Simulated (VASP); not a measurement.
Set up this calculation in VASP 6.6.1, as the native input.

- Task: relaxation of cell and atoms
- Functional: PBEsol
- Potentials or basis: VASP PAW PBE potentials, release 64 (Ge_d, Co)
- Cutoff: 600 eV
- k mesh: 10 × 10 × 10
- Occupations: gaussian, width 0.1 eV
- Spin: no spin polarisation
- Dipole correction: no
- Further INCAR settings: ALGO = Normal; EDIFF = 1e-07; IBRION = 2; EDIFFG = -0.01; NSW = 100; ISIF = 3

The structure of CoGe3 lies in POSCAR:

```
CoGe3
1.0
    3.9309067800      0.0000000000      0.0000000000
    0.0000000000      3.9309067800      0.0000000000
    0.0000000000      0.0000000000      3.9309067800
Ge Co
3 1
Direct
    0.0000000000      0.5000000000      0.5000000000
    0.5000000000      0.0000000000      0.5000000000
    0.5000000000      0.5000000000      0.0000000000
    0.0000000000      0.0000000000      0.0000000000
```

The input as run:

INCAR

```
SYSTEM = CoGe3
  PREC = Accurate
  ENCUT = 600
  EDIFF = 1E-7
  ISMEAR = 0
  SIGMA = 0.1
  LREAL = .False.
  LASPH = .True.
  NELM = 60
  ALGO = Normal
  ISIF = 3
  LWAVE = .False.
  LCHARG = .False.
  GGA = PS
  IBRION = 2
  NSW = 100
  EDIFFG = -0.01
```

KPOINTS

```
regular mesh
0
Gamma
  10 10 10
  0 0 0
```

Potentials or basis: VASP PAW PBE potentials, release 64 (Ge_d, Co).

Launch:

```sh
$ cat potpaw_PBE.64/Ge_d/POTCAR potpaw_PBE.64/Co/POTCAR > POTCAR
$ mpirun -np 1 vasp_std > vasp.out
```

Results of the run:

```
Relaxed volume                        : 15.14 Å³/atom
Relaxed cell                          : a = 3.927 Å, b = 3.927 Å, c = 3.927 Å, α = 90.00°, β = 90.00°, γ = 90.00°
Space group after relaxing (to 0.1 Å) : Pm-3m (No. 221)
Energy gained by relaxing             : 0.0 meV/atom
Ionic steps                           : 3
Pressure after relaxing               : 0.0 GPa
Band gap on the k mesh                : zero (an odd number of electrons rules out a gap without spin polarisation)
```

Caveat: the PAW data sets were made with another functional, which shifts forces and pressure a little; the run has no spin polarisation, though such a crystal can be magnetic.

It took 4.4 min on 1 thread of AMD EPYC 7R13, on a shared host, peak memory 0.23 GiB.
